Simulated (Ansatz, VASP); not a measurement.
## Ta2C3: VASP beside Ansatz

```
Ta C
1.0
     3.02506    0.00000    0.00000
    -1.51253    2.61978    0.00000
     0.00000    0.00000    6.44142
Ta C
2 3
Direct
  0.33333 0.66667 0.20835
  0.66667 0.33333 0.79165
  0.00000 0.00000 0.00000
  0.33333 0.66667 0.54533
  0.66667 0.33333 0.45467
```

Alike in both runs: task single point; functional PBE; k mesh 12 × 12 × 4; occupations gaussian, width 0.1 eV; no spin polarisation.

|  | VASP | Ansatz |
| --- | --- | --- |
| version | VASP 6.6.1 | Ansatz 0.2.0 |
| potentials or method | VASP PAW PBE potentials, release 64 (Ta_sv_GW, C), cutoff 600 eV | scalar-relativistic, plane waves, PAW |
| valence electrons in the cell | 38 | 38 |

```csv
,VASP,Ansatz,Ansatz less VASP
gap on the k mesh at the Fermi level (eV),none,none,-
pressure (GPa),0.1,0.0,-0.09
"traceless stress, the component that is largest in VASP (GPa)",0.06,-0.13,-0.186
rms of the force components (eV/Å),0.009,0.008,-0.0014
```

Atom by atom the forces differ by 0.004 eV/Å (rms over components). A gap of «none» marks a metal or a gap that the smearing closes.

Neither program's run includes spin-orbit coupling.
